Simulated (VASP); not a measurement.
Crystal: W.

```xyz
1
Lattice="-1.3432 1.3432 2.2189 1.3432 -1.3432 2.2189 1.3432 1.3432 -2.2189" Properties=species:S:1:pos:R:3 pbc="T T T"
W     0.0000    0.0000    0.0000
```

| Item | Value |
| --- | --- |
| Program | VASP 6.6.1 |
| Task | relaxation of cell and atoms |
| Functional | PBEsol |
| Potentials or basis | VASP PAW PBE potentials, release 64 (W_sv) |
| Cutoff | 600 eV |
| k mesh | 28 × 28 × 28 |
| Occupations | gaussian, width 0.1 eV |
| Spin | no spin polarisation |

At the start: pressure 0.7 GPa; volume 16.01 Å³/atom.

Where does the relaxation end?

Over 5 steps the energy falls by 3.7 meV/atom and the volume is 16.06 Å³/atom (+0.3 %); space group I4/mmm (No. 139, to 0.1 Å) before and after.

Step by step:
| step | energy change (eV) | largest force (eV/Å) | pressure (GPa) | volume (Å³) |
| --- | --- | --- | --- | --- |
| 1 | 0.0000 | 0.0000 | 0.66 | 16.01 |
| 2 | -0.0030 | 0.0000 | -1.89 | 16.16 |
| 3 | -0.0031 | 0.0000 | -1.58 | 16.15 |
| 4 | -0.0002 | 0.0000 | 4.08 | 15.87 |
| 5 | -0.0037 | 0.0000 | 0.00 | 16.06 |

Final structure:
```xyz
1
Lattice="-1.3340 1.3340 2.2568 1.3340 -1.3340 2.2568 1.3340 1.3340 -2.2568" Properties=species:S:1:pos:R:3 pbc="T T T"
W     0.0000    0.0000    0.0000
```

Caveat: the PAW data sets were made with another functional, which shifts forces and pressure a little.
